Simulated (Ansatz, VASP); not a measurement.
## TiO2: VASP beside Ansatz

The input POSCAR:

```
TiO2
1.0
   -1.9644547630      1.9644547630      4.5663733308
    1.9644547630     -1.9644547630      4.5663733308
    1.9644547630      1.9644547630     -4.5663733308
Ti O
2 4
Direct
    0.7500000000      0.2500000000      0.5000000000
    0.0000000000      0.0000000000      0.0000000000
    0.5369813371      0.0369813371      0.5000000000
    0.7869813371      0.7869813371      0.0000000000
    0.2130186629      0.2130186629      0.0000000000
    0.9630186629      0.4630186629      0.5000000000
```

File INCAR.step1:

```
SYSTEM = TiO2
PREC = Accurate ; ENCUT = 520
ISMEAR = 0 ; SIGMA = 0.01
LREAL = .FALSE. ; LASPH = .TRUE.
NELM = 80 ; NBANDS = 33
GGA = PE ; ALGO = Normal
EDIFF = 1E-4 ; LWAVE = .TRUE.
LCHARG = .FALSE.
```

INCAR.step2

```
SYSTEM = TiO2
PREC = Accurate ; ENCUT = 520
EDIFF = 1E-6 ; ISMEAR = 0
SIGMA = 0.01 ; LREAL = .FALSE.
LASPH = .TRUE. ; NELM = 80
ALGO = Normal ; ISIF = 2
LWAVE = .FALSE. ; LCHARG = .FALSE.
METAGGA = R2SCAN ; LMIXTAU = .TRUE.
NBANDS = 33 ; ISTART = 1
```

File KPOINTS:

```
regular mesh
0
G
  10 10 10
  0 0 0
```

Input for Ansatz:

```yaml
crystal:
  lattice:
    - [-1.964454763, 1.964454763, 4.5663733308]
    - [1.964454763, -1.964454763, 4.5663733308]
    - [1.964454763, 1.964454763, -4.5663733308]
  atoms:
    - { symbol: Ti, position: [0.75, 0.25, 0.5] }
    - { symbol: Ti, position: [0.0, 0.0, 0.0] }
    - { symbol: O, position: [0.5369813371, 0.0369813371, 0.5] }
    - { symbol: O, position: [0.7869813371, 0.7869813371, 0.0] }
    - { symbol: O, position: [0.2130186629, 0.2130186629, 0.0] }
    - { symbol: O, position: [0.9630186629, 0.4630186629, 0.5] }
kpoints:
  mp_grid: { grid: [10, 10, 10] }
  band_path:
    path:
      - [0.0, 0.0, 0.0]
      - [0.0, 0.0, 0.5]
      - [0.25, 0.25, 0.25]
      - [0.0, 0.5, 0.0]
      - [0.5, 0.5, -0.5]
      - [0.2888485976, 0.7111514024, -0.2888485976]
      - [-0.2888485976, 0.2888485976, 0.2888485976]
      - [-0.0776971953, 0.0776971953, 0.5]
      - [0.5, 0.5, -0.0776971953]
      - [0.3, 0.3, -0.3]
      - [0.0, 0.0, 0.453125]
    npoints: 1
hamiltonian:
  xc: r2scan
scf:
  occupations: { method: fixed }
  n_extra_bands: 5
output:
  forces: true
  stress: true
  eigenvalues: true
  write_density: true
  write_potential: true
  elf: true
  volumetric_format: npy
```

Change from the starting cell: epitaxial_xy strain +4.0%.

Alike in both runs: task single point; functional r2SCAN; k mesh 10 × 10 × 10; no spin polarisation.

```csv
,VASP,Ansatz
version,VASP 6.6.1,Ansatz 0.2.0
potentials or method,"VASP PAW PBE potentials, release 64 (Ti_sv, O)","plane waves, PAW"
plane-wave cutoff (eV),520,500
occupations,"gaussian, width 0.01 eV",fixed
valence electrons in the cell,48,48
```

Ansatz gave:

| Quantity | Value |
| --- | --- |
| gap on the k mesh at the Fermi level (eV) | 2.25 |
| pressure (GPa) | -8.0 |
| traceless stress, the component that is largest in VASP (GPa) | 7.99 |
| rms of the force components (eV/Å) | 0.000 |

Problem. Which values does VASP return?

Solution. gap on the k mesh at the Fermi level (eV): 2.27; pressure (GPa): -6.9; traceless stress, the component that is largest in VASP (GPa): 8.26; rms of the force components (eV/Å): 0.027.

VASP's potentials were made for PBE, not for r2SCAN. Atom by atom the forces differ by 0.027 eV/Å (rms over components).
